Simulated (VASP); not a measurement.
# CdS (P1) in VASP: relaxation of the atoms with LDA

Aim: the relaxation of the atoms of CdS with LDA.

All numbers are computed with VASP 6.6.1; they aren't measurements. Logs are shortened: lines on timing, memory, paths and dates and some standing lists are left out, and cuts for length are marked.

## 1. The cell of the first run

The typed cell holds 2 atoms: a = 4.125 Å, b = 4.125 Å, c = 4.125 Å, α = 60.00°, β = 60.00°, γ = 60.00°.

## 2. Relaxation of the atoms, LDA, non-collinear spin, typed start, spin-orbit coupling (atoms moved at random)

File INCAR:

```
PREC     = Accurate       # precision mode
ENCUT    = 520            # plane-wave cutoff, eV
EDIFF    = 1E-7           # SCF threshold, eV
ISMEAR   = -1             # smearing method
SIGMA    = 0.05           # smearing width, eV
LREAL    = False          # projectors in reciprocal space
LASPH    = True           # aspherical terms in the spheres
NELM     = 150            # most SCF steps
ALGO     = Normal         # electronic algorithm
ISIF     = 2              # what is computed and relaxed
LWAVE    = False          # write WAVECAR
LCHARG   = False          # write CHGCAR
MAGMOM   = 0 0 0.5 0 0 0  # initial moments
LORBIT   = 11             # projections on sites
LSORBIT  = True           # spin-orbit coupling
GGA_COMPAT= False        
LORBMOM  = True         
IBRION   = 2              # ionic algorithm
NSW      = 60             # ionic steps
EDIFFG   = -0.01          # ionic threshold
KPAR     = 8
```

File KPOINTS:

```
Automatic mesh
0
Gamma
  6 6 6
```

File POSCAR:

```
CdS
1.0
    0.0000000000      2.9165000000      2.9165000000
    2.9165000000      0.0000000000      2.9165000000
    2.9165000000      2.9165000000      0.0000000000
Cd S
1 1
Direct
    0.0375230000     -0.0373660000      0.0051000000
    0.7349780000      0.7643010000      0.7452840000
```

Potentials or basis: VASP PAW LDA potentials, release 64 (Cd, S).

Run with:

```bash
$ cat potpaw_LDA.64/Cd/POTCAR potpaw_LDA.64/S/POTCAR > POTCAR
$ mpirun -np 8 vasp_ncl > vasp.out
```

OUTCAR:

```text
PREC = Accurate
   ENCUT = 520
   EDIFF = 1E-7
   ISMEAR = -1
   LREAL = False
   LASPH = True
   NELM = 150
   ISIF = 2
   LORBIT = 11
   LSORBIT = True
   IBRION = 2
   NSW = 60
   EDIFFG = -0.01

 ion  position               nearest neighbor table
   1  0.038  0.963  0.005-   2 2.35   2 2.50   2 2.57   2 2.70
   2  0.735  0.764  0.745-   1 2.35   1 2.50   1 2.57   1 2.70

  LATTYP: Found a face centered cubic cell.
 ALAT       =     5.8330000000

  Lattice vectors:

 A1 = (   0.0000000000,   2.9165000000,   2.9165000000)
 A2 = (   2.9165000000,   0.0000000000,   2.9165000000)
 A3 = (   2.9165000000,   2.9165000000,   0.0000000000)

Analysis of symmetry for initial positions (statically):
=====================================================================
 Subroutine PRICEL returns:
 Original cell was already a primitive cell.

 Routine SETGRP: Setting up the symmetry group for a
 face centered cubic supercell.

 Subroutine GETGRP returns: Found  1 space group operations
 (whereof  1 operations were pure point group operations)
 out of a pool of 48 trial point group operations.

The static configuration has the point symmetry C_1 .

Analysis of symmetry for dynamics (positions and initial velocities):
=====================================================================
 Subroutine PRICEL returns:
 Original cell was already a primitive cell.

 Routine SETGRP: Setting up the symmetry group for a
 face centered cubic supercell.

 Subroutine GETGRP returns: Found  1 space group operations
 (whereof  1 operations were pure point group operations)
 out of a pool of 48 trial point group operations.

The dynamic configuration has the point symmetry C_1 .

Analysis of structural, dynamic, and magnetic symmetry:
=====================================================================
 Subroutine PRICEL returns:
 Original cell was already a primitive cell.

 Routine SETGRP: Setting up the symmetry group for a
 face centered cubic supercell.

 Subroutine GETGRP returns: Found  1 space group operations
 (whereof  1 operations were pure point group operations)
 out of a pool of 48 trial point group operations.

The overall configuration has the point symmetry C_1 .

 Subroutine INISYM returns: Found  1 space group operations
 (whereof  1 operations are pure point group operations),
 and found     1 'primitive' translations

----------------------------------------------------------------------------------------

                                     Primitive cell

  volume of cell :      49.6153

  direct lattice vectors                    reciprocal lattice vectors
     0.000000000  2.916500000  2.916500000    -0.171438368  0.171438368  0.171438368
     2.916500000  0.000000000  2.916500000     0.171438368 -0.171438368  0.171438368
     2.916500000  2.916500000  0.000000000     0.171438368  0.171438368 -0.171438368

  length of vectors
     4.124553855  4.124553855  4.124553855     0.296939964  0.296939964  0.296939964

  position of ions in fractional coordinates (direct lattice)
     0.037523000  0.962634000  0.005100000
     0.734978000  0.764301000  0.745284000

  ion indices of the primitive-cell ions
   primitive index   ion index
                 1           1
                 2           2

----------------------------------------------------------------------------------------

 KPOINTS: Automatic mesh

Automatic generation of k-mesh.
 Grid dimensions read from file:
 generate k-points for:    6    6    6

 Generating k-lattice:

  Cartesian coordinates                     Fractional coordinates (reciprocal lattice)
    -0.028573061  0.028573061  0.028573061     0.166666667  0.000000000  0.000000000
     0.028573061 -0.028573061  0.028573061     0.000000000  0.166666667  0.000000000
     0.028573061  0.028573061 -0.028573061     0.000000000  0.000000000  0.166666667

  Length of vectors
     0.049489994  0.049489994  0.049489994

  Shift w.r.t. Gamma in fractional coordinates (k-lattice)
     0.000000000  0.000000000  0.000000000

 Subroutine IBZKPT returns following result:
 ===========================================

 Found    216 irreducible k-points:
[... 66 lines left out ...]
     AMIX_MAG =   1.60;   BMIX_MAG =  1.00
  volume/ion in A,a.u.               =      24.81       167.41
  Fermi-wavevector in a.u.,A,eV,Ry     =   1.167599  2.206442 18.548649  1.363287
  Thomas-Fermi vector in A             =   2.304097
   LORBIT       =     11    0 simple, 1 ext, 2 COOP (PROOUT), +10 PAW based schemes
   GGA     = CA    functional components
   LHFCALC =     F    Hartree Fock is set to
   AEXX    =    0.0000 exact exchange contribution
   IVDW    =     0    specifies the selected vdW correction
   LEPSILON=     F    determine dielectric tensor
   LRPA    =     F    only Hartree local field effects (RPA)
 conjugate gradient relaxation of ions
  energy-cutoff  :      520.00
  volume of cell :       49.62
 maximum number of plane-waves:      2726
   NGX = 15   NGY = 15   NGZ = 15

--------------------------------------- Ionic step        1  -------------------------------------------

 number of electron      18.0000000 magnetization       0.0000000      0.0000000      0.5000000

 number of electron      17.9999998 magnetization      -0.0000000      0.0000000      0.0000933

 number of electron      17.9999998 magnetization       0.0000000     -0.0000000     -0.0000238

 Free energy of the ion-electron system (eV)
  ---------------------------------------------------
  ext. energy  EPLUGINS =         0.00000000
  ---------------------------------------------------
  free energy    TOTEN  =        -7.30353388 eV

  energy without entropy =       -7.30353221  energy(sigma->0) =       -7.30353304

------------------------ aborting loop because EDIFF is reached ----------------------------------------

  FORCE on cell =-STRESS in cart. coord.  units (eV):
  Direction    XX          YY          ZZ          XY          YZ          ZX
  --------------------------------------------------------------------------------------
  -------------------------------------------------------------------------------------
  Total       -0.2553878     -0.4177233     -0.0984188     -0.4512348      0.8203933     -1.1638723
  in kB       -8.2469776    -13.4891109     -3.1781362    -14.5712626     26.4921218    -37.5837388
  external PRESSURE =      -8.3047416 kB  Pullay stress =       0.0000000 kB
[... 261 lines left out ...]
 number of electron      18.0000002 magnetization      -0.0000000     -0.0000000     -0.0000000

 number of electron      18.0000002 magnetization       0.0000000      0.0000000      0.0000000

 Free energy of the ion-electron system (eV)
  ---------------------------------------------------
  ext. energy  EPLUGINS =         0.00000000
  ---------------------------------------------------
  free energy    TOTEN  =        -7.42605251 eV

  energy without entropy =       -7.42605015  energy(sigma->0) =       -7.42605133

 E-fermi :   1.6062     XC(G=0):  -9.5856

 val. band max:        1.1452367017   @ k =   0.0000   0.0000   0.0000
 cond. band min:       2.0197373737   @ k =   0.0000   0.0000   0.0000
 fundamental gap:      0.8745006720
 Fermi energy:         1.6062109091

 k-point     1 :       0.0000    0.0000    0.0000
  band No.  band energies     occupation
      1     -11.2276      1.00000
      2     -11.2276      1.00000
      3      -6.9138      1.00000
      4      -6.9138      1.00000
      5      -6.9129      1.00000
      6      -6.9129      1.00000
[... 685 lines left out ...]
     25       8.3907      0.00000
     26       8.3907      0.00000

 [... further k-points ...]

------------------------ aborting loop because EDIFF is reached ----------------------------------------

  FORCE on cell =-STRESS in cart. coord.  units (eV):
  Direction    XX          YY          ZZ          XY          YZ          ZX
  --------------------------------------------------------------------------------------
  -------------------------------------------------------------------------------------
  Total       -0.6275423     -0.6275331     -0.6274729      0.0024856     -0.0020667     -0.0041681
  in kB      -20.2645813    -20.2642843    -20.2623400      0.0802651     -0.0667368     -0.1345964
  external PRESSURE =     -20.2637352 kB  Pullay stress =       0.0000000 kB
[... 17 lines left out ...]
  FREE ENERGIE OF THE ION-ELECTRON SYSTEM (eV)
  ---------------------------------------------------
  free  energy   TOTEN  =        -7.4260525132 eV

  energy  without entropy=       -7.4260501464  energy(sigma->0) =       -7.42605133

 reached required accuracy - stopping structural energy minimisation

 orbital moment (x)

 # of ion     p       d       tot
 ----------------------------------------
  1        -0.000   0.000   0.000
  2         0.000   0.000   0.000
 ----------------------------------------
            0.000   0.000   0.000

 orbital moment (y)

 # of ion     p       d       tot
 ----------------------------------------
  1         0.000   0.000   0.000
  2        -0.000   0.000  -0.000
 ----------------------------------------
           -0.000   0.000   0.000

 orbital moment (z)

 # of ion     p       d       tot
 ----------------------------------------
  1         0.000   0.000   0.000
  2         0.000   0.000   0.000
 ----------------------------------------
            0.000   0.000   0.000

 Spin-Orbit-Coupling matrix elements

 Ion:    1  E_soc:     -0.0601110
 l=   1
     0.0000000    -0.0026790    -0.0026790
    -0.0026790     0.0000000    -0.0026790
    -0.0026790    -0.0026790     0.0000000
 l=   2
     0.0000000    -0.0014983     0.0000000    -0.0014983    -0.0058413
    -0.0014983     0.0000000    -0.0043810    -0.0014983    -0.0014603
     0.0000000    -0.0043810     0.0000000    -0.0043810     0.0000000
    -0.0014983    -0.0014983    -0.0043810     0.0000000    -0.0014603
    -0.0058413    -0.0014603     0.0000000    -0.0014603     0.0000000
 l=   3
     0.0000000     0.0000000     0.0000000     0.0000000     0.0000000     0.0000000     0.0000000
     0.0000000     0.0000000     0.0000000     0.0000000     0.0000000     0.0000000     0.0000000
     0.0000000     0.0000000     0.0000000     0.0000000     0.0000000     0.0000000     0.0000000
     0.0000000     0.0000000     0.0000000     0.0000000     0.0000000     0.0000000     0.0000000
     0.0000000     0.0000000     0.0000000     0.0000000     0.0000000     0.0000000     0.0000000
     0.0000000     0.0000000     0.0000000     0.0000000     0.0000000     0.0000000     0.0000000
     0.0000000     0.0000000     0.0000000     0.0000000     0.0000000     0.0000000     0.0000000

 Ion:    2  E_soc:     -0.0022623
 l=   1
     0.0000000    -0.0003771    -0.0003771
    -0.0003771     0.0000000    -0.0003771
    -0.0003771    -0.0003771     0.0000000
 l=   2
     0.0000000     0.0000000     0.0000000     0.0000000     0.0000000
     0.0000000     0.0000000     0.0000000     0.0000000     0.0000000
     0.0000000     0.0000000     0.0000000     0.0000000     0.0000000
     0.0000000     0.0000000     0.0000000     0.0000000     0.0000000
     0.0000000     0.0000000     0.0000000     0.0000000     0.0000000
 l=   3
     0.0000000     0.0000000     0.0000000     0.0000000     0.0000000     0.0000000     0.0000000
     0.0000000     0.0000000     0.0000000     0.0000000     0.0000000     0.0000000     0.0000000
     0.0000000     0.0000000     0.0000000     0.0000000     0.0000000     0.0000000     0.0000000
     0.0000000     0.0000000     0.0000000     0.0000000     0.0000000     0.0000000     0.0000000
     0.0000000     0.0000000     0.0000000     0.0000000     0.0000000     0.0000000     0.0000000
     0.0000000     0.0000000     0.0000000     0.0000000     0.0000000     0.0000000     0.0000000
     0.0000000     0.0000000     0.0000000     0.0000000     0.0000000     0.0000000     0.0000000

 total charge

# of ion       s       p       d       tot
------------------------------------------
    1        0.441   0.335   9.553  10.329
    2        1.323   2.375   0.000   3.698
--------------------------------------------------
tot          1.764   2.710   9.553  14.027

 magnetization (x)

# of ion       s       p       d       tot
------------------------------------------
    1       -0.000  -0.000   0.000  -0.000
    2       -0.000   0.000   0.000   0.000
--------------------------------------------------
tot         -0.000   0.000   0.000  -0.000

 magnetization (y)

# of ion       s       p       d       tot
------------------------------------------
    1        0.000  -0.000   0.000  -0.000
    2        0.000  -0.000   0.000  -0.000
--------------------------------------------------
tot          0.000  -0.000   0.000  -0.000

 magnetization (z)

# of ion       s       p       d       tot
------------------------------------------
    1       -0.000  -0.000   0.000  -0.000
    2       -0.000  -0.000   0.000  -0.000
--------------------------------------------------
tot         -0.000  -0.000   0.000  -0.000
```

Wall time 3.6 min (8 MPI ranks of AMD EPYC 9R45 (Zen 5), shared host); peak memory 0.56 GiB.

Results:

```
Free energy                                           : -7.4261 eV
Energy gained by relaxing                             : 61.3 meV/atom
Ionic steps                                           : 8
Pressure after relaxing                               : -2.0 GPa
Largest force after relaxing                          : 0.004 eV/Å
Net moment                                            : 0.00 μB per cell
Valence electrons inside the program's atomic spheres : Cd 10.33; S 3.70
```

Forces in eV/Å, atoms in the order of the input:
```
Cd  -0.002 -0.003  0.002
S    0.002  0.003 -0.002
```

Step by step:
```tsv
step	energy change (eV)	largest force (eV/Å)	pressure (GPa)
1	0.0000	1.2424	-0.83
2	-0.0937	0.4756	-1.74
3	-0.1078	0.3742	-1.88
4	-0.1079	0.3681	-1.88
5	-0.1188	0.1895	-1.99
6	-0.1217	0.0871	-2.02
7	-0.1224	0.0344	-2.03
8	-0.1225	0.0042	-2.03
```

Final structure:
```xyz
2
Lattice="0.0000 2.9165 2.9165 2.9165 0.0000 2.9165 2.9165 2.9165 0.0000" Properties=species:S:1:pos:R:3 pbc="T T T"
Cd    2.8836    0.0337    2.9155
S     4.3415    4.4078    4.3742
```

Moments on the atoms (μB; x, y, z):
```
Cd  0.00 0.00 0.00
S   0.00 0.00 0.00
```

Caveat: the cell differs from its parent crystal (atoms moved at random).
